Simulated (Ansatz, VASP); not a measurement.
**One calculation of TiGe4Mo, two programs**

```
Ti Ge Mo
1.0
     0.00000    4.33618    4.41602
     2.47757    0.00000    4.41602
     2.47757    4.33618    0.00000
Ti Ge Mo
1 4 1
Direct
  0.50000 0.50000 0.50000
  0.08465 0.41535 0.08465
  0.15998 0.84002 0.15998
  0.84002 0.15998 0.84002
  0.41535 0.08465 0.41535
  0.75000 0.75000 0.75000
```

Alike in both runs: functional PBE; k mesh 10 × 10 × 10; occupations fermi-dirac, width 0.15 eV; no spin polarisation.

Ansatz relaxed the structure, and its values are those at the end. VASP's run is a single point on that final structure, the one shown.

```csv
,VASP,Ansatz
version,VASP 6.6.1,Ansatz 0.2.0
potentials or method,"VASP PAW PBE potentials, release 64 (Ti_sv, Ge_d, Mo_sv), cutoff 500 eV","scalar-relativistic, plane waves, PAW"
valence electrons in the cell,82,82
```

Ansatz gave:

```
gap on the k mesh at the Fermi level (eV) : none
pressure (GPa)                            : 0.0
```

Task: What did VASP give for the same quantities?

Result: gap on the k mesh at the Fermi level (eV): none; pressure (GPa): 0.1.

A gap of «none» marks a metal or a gap that the smearing closes.
